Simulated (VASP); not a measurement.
Wanted: the native input for a VASP 6.6.1 run.

```
Task                   : single point
Functional             : LDA
Potentials or basis    : VASP PAW LDA potentials, release 64 (I)
Cutoff                 : 520 eV
k mesh                 : 15 × 15 × 8
Occupations            : fermi-dirac, width 0.05 eV
Spin                   : no spin polarisation
Dipole correction      : no
Further INCAR settings : ALGO = Normal; EDIFF = 1e-06; NBANDS = 14
```

The structure of I lies in POSCAR:

```
I
1.0
    2.7454108320      0.0000000000      0.0000000000
   -1.3727054160      2.3775955244      0.0000000000
    0.0000000000      0.0000000000      4.6952006416
I
2
Direct
    0.3333333333      0.6666666667      0.2500000000
    0.6666666667      0.3333333333      0.7500000000
```

The input as run:

INCAR

```
  PREC = Accurate
  ENCUT = 520
  EDIFF = 1E-6
  ISMEAR = -1
  SIGMA = 0.05
  LREAL = False
  LASPH = True
  NELM = 60
  ALGO = Normal
  ISIF = 2
  LWAVE = False
  LCHARG = False
  GGA = CA
  NBANDS = 14
```

KPOINTS

```
Automatic mesh
0
Gamma
  15 15 8
```

Potentials or basis: VASP PAW LDA potentials, release 64 (I).

The run is started by

```console
$ cat potpaw_LDA.64/I/POTCAR > POTCAR
$ mpirun -np 1 vasp_std > vasp.out
```

Results of the run:

```json
{
 "Pressure": "150.0 GPa",
 "Band gap on the k mesh": "zero (bands 7 and 8 overlap by 10.14 eV)"
}
```

Caveat: the cell stands under pressure; spin-orbit coupling is left out, which moves the levels of the heavy elements.

Wall time 15 s on 1 thread of Intel(R) Xeon(R) 6975P-C (Granite Rapids) (shared host), peak memory 0.16 GiB.
